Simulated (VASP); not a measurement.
The system is SnO2.

```
Sn O
1.0
     0.00000    2.48175    2.48175
     2.48175    0.00000    2.48175
     2.48175    2.48175    0.00000
Sn O
1 2
Direct
  0.00000 0.00000 0.00000
  0.25000 0.25000 0.25000
  0.75000 0.75000 0.75000
```

This cell differs from its parent crystal: volume changed by -6%.

Base run:

```yaml
Program: VASP 6.6.1
Functional: r2SCAN
Potentials_or_basis: VASP PAW PBE potentials, release 64 (Sn_d, O_h)
Cutoff: 910 eV
k_mesh: 8 × 8 × 8
Occupations: gaussian, width 0.01 eV
Spin: no spin polarisation
```

Its results: band gap on the k mesh 1.54 eV, indirect (least direct gap 3.11 eV); pressure 17.6 GPa.

Task: The run is repeated on the same cell with these changes: potentials or basis from VASP PAW PBE potentials, release 64 (Sn_d, O_h) to VASP PAW PBE potentials, release 64 (Sn_d, O); cutoff from 910 eV to 520 eV. What comes out?

Result: Band gap on the k mesh 1.53 eV, indirect (least direct gap 3.11 eV); pressure 18.1 GPa.

Caveats: the PAW data sets were made with another functional, which shifts forces and pressure a little; spin-orbit coupling is left out, which moves the levels of the heavy elements; the cutoff is under 1.25 times the usual one of these potentials, so pressure, stress and relaxed cells hold a basis-set (Pulay) error (some runs).

A k mesh can miss the band edges.
